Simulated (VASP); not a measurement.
Set up this calculation in VASP 6.6.1, as the native input.

* Task: single point
* Functional: r2SCAN
* Potentials or basis: VASP PAW PBE potentials, release 64 (Na_pv)
* Cutoff: 520 eV
* k mesh: 15 × 15 × 15
* Occupations: fermi-dirac, width 0.1 eV
* Spin: no spin polarisation
* Dipole correction: no
* Further INCAR settings: ALGO = Normal; EDIFF = 1e-06; NBANDS = 10

Crystal: Na.

```
Na
1.0
    -2.11250    2.11250    2.11250
     2.11250   -2.11250    2.11250
     2.11250    2.11250   -2.11250
Na
1
Direct
  0.00000 0.00000 0.00000
```

One way to write it, as run:

POSCAR

```
Na
1.0
   -2.1125000000      2.1125000000      2.1125000000
    2.1125000000     -2.1125000000      2.1125000000
    2.1125000000      2.1125000000     -2.1125000000
Na
1
Direct
    0.0000000000      0.0000000000      0.0000000000
```

INCAR.step1

```
SYSTEM = Na
ALGO = Normal ; EDIFF = 1E-4
ENCUT = 520 ; GGA = PE
ISMEAR = -1 ; LASPH = .TRUE.
LCHARG = .FALSE. ; LREAL = .FALSE.
LWAVE = .TRUE. ; NBANDS = 10
NELM = 100 ; PREC = Accurate
SIGMA = 0.1
```

INCAR.step2

```
SYSTEM = Na
ALGO = Normal ; EDIFF = 1E-6
ENCUT = 520 ; ISIF = 2
ISMEAR = -1 ; ISTART = 1
LASPH = .TRUE. ; LCHARG = .FALSE.
LMIXTAU = .TRUE. ; LREAL = .FALSE.
LWAVE = .FALSE. ; METAGGA = R2SCAN
NBANDS = 10 ; NELM = 100
PREC = Accurate ; SIGMA = 0.1
```

KPOINTS

```
k-points
0
G
  15 15 15
  0 0 0
```

Potentials or basis: VASP PAW PBE potentials, release 64 (Na_pv).

Run with:

```sh
$ cat potpaw_PBE.64/Na_pv/POTCAR > POTCAR
$ cp INCAR.step1 INCAR
$ mpirun -np 1 vasp_std > vasp.out
$ cp INCAR.step2 INCAR
$ mpirun -np 1 vasp_std > vasp.out
```

Results of the run:

```json
{"Pressure": "0.1 GPa", "Band gap on the k mesh": "zero (an odd number of electrons rules out a gap without spin polarisation)"}
```

Caveat: the PAW data sets were made with another functional, which shifts forces and pressure a little.

Wall time 2.7 min on 1 thread of Intel Xeon 8259CL (shared host), peak memory 0.18 GiB.
